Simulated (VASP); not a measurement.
Write the native input for VASP 6.6.1 that does the following.

```yaml
Task: single point
Functional: PBEsol
Potentials_or_basis: VASP PAW PBE potentials, release 64 (Al, N)
Cutoff: 520 eV
k_mesh: 10 × 10 × 10
Occupations: gaussian, width 0.05 eV
Spin: no spin polarisation
Dipole_correction: no
Further_INCAR_settings: ALGO = Normal; EDIFF = 1e-07; NBANDS = 11
```

The structure of AlN lies in POSCAR:

```
AlN
1.0
    0.0000000000      2.3418626456      2.1120536944
    2.1120536944      0.0000000000      2.1120536944
    2.1120536944      2.3418626456      0.0000000000
Al N
1 1
Direct
   -0.0067599835      0.0067599835      0.0067599835
    0.7630216860      0.7369783140      0.7369783140
```

This cell differs from its parent crystal: mode 4 frozen in at -0.057 Å, strain +e along z and -e/2 along x and y +0.0700.

The input as run:

INCAR

```
PREC = Accurate ; ENCUT = 520
EDIFF = 1E-7 ; ISMEAR = 0
SIGMA = 0.05 ; LREAL = False
LASPH = True ; NELM = 80
ALGO = Normal ; ISIF = 2
LWAVE = False ; LCHARG = False
GGA = PS ; NBANDS = 11
```

KPOINTS

```
Automatic mesh
0
Gamma
  10 10 10
```

Potentials or basis: VASP PAW PBE potentials, release 64 (Al, N).

Run with:

```console
$ cat potpaw_PBE.64/Al/POTCAR potpaw_PBE.64/N/POTCAR > POTCAR
$ mpirun -np 1 vasp_std > vasp.out
```

Results of the run:

* Pressure: 0.8 GPa
* Largest force: 1.108 eV/Å
* Band gap on the k mesh: 2.80 eV, indirect (least direct gap 3.76 eV)

Caveat: the cell differs from its parent crystal (mode 4 frozen in at -0.057 Å, strain +e along z and -e/2 along x and y +0.0700); the PAW data sets were made with another functional, which shifts forces and pressure a little.

Wall time 16 s on 1 thread of Intel(R) Xeon(R) 6975P-C (Granite Rapids) (shared host), peak memory 0.18 GiB.
